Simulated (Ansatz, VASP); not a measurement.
Li: VASP beside Ansatz

INCAR

```
SYSTEM = Li
ALGO = Normal
EDIFF = 1E-6
ENCUT = 650
GGA = PE
GGA_COMPAT = .FALSE.
ISIF = 2
ISMEAR = -1
ISPIN = 2
LASPH = .TRUE.
LCHARG = .FALSE.
LORBIT = 11
LREAL = .FALSE.
LWAVE = .FALSE.
MAGMOM = 1
NBANDS = 12
NELM = 200
PREC = Accurate
SIGMA = 0.49
```

Contents of KPOINTS:

```
k-points
0
G
  1 1 1
  0 0 0
```

POSCAR

```
Li
1.0
    9.0000000000      0.0000000000      0.0000000000
    0.0000000000      9.3000000000      0.0000000000
    0.0000000000      0.0000000000      9.6000000000
Li
1
Direct
    0.4995663100      0.5033063800      0.5033308200
```

Input for Ansatz:

```yaml
crystal:
  lattice:
    - [9, 0, 0]
    - [0.0, 9.3, 0.0]
    - [0.0, 0.0, 9.6]
  atoms:
    - { symbol: Li, position: [0.49956631, 0.50330638, 0.50333082], spin: 1 }
kpoints:
  mp_grid: { grid: [1, 1, 1] }
hamiltonian:
  xc: pbe
  pseudopotentials: { kind: paw }
output:
  forces: true
magnetization:
  spin_polarized: true
scf:
  occupations: { method: fermi_dirac, width: "0.49 eV" }
```

Alike in both runs: task single point; functional PBE; k mesh 1 × 1 × 1; collinear spin.

|  | VASP | Ansatz |
| --- | --- | --- |
| version | VASP 6.6.1 | Ansatz 0.2 development build |
| potentials or method | VASP PAW PBE potentials, release 64 (Li_sv) | PAW hard, scalar-relativistic |
| plane-wave cutoff (eV) | 650 | 780 |
| occupations | fermi-dirac, width 0.49 eV | fermi-dirac |

|  | VASP | Ansatz | Ansatz less VASP |
| --- | --- | --- | --- |
| net moment per atom (μB) | 0.00 | 0.00 | 0.000 |

Ansatz's warnings: seeded moment not kept.
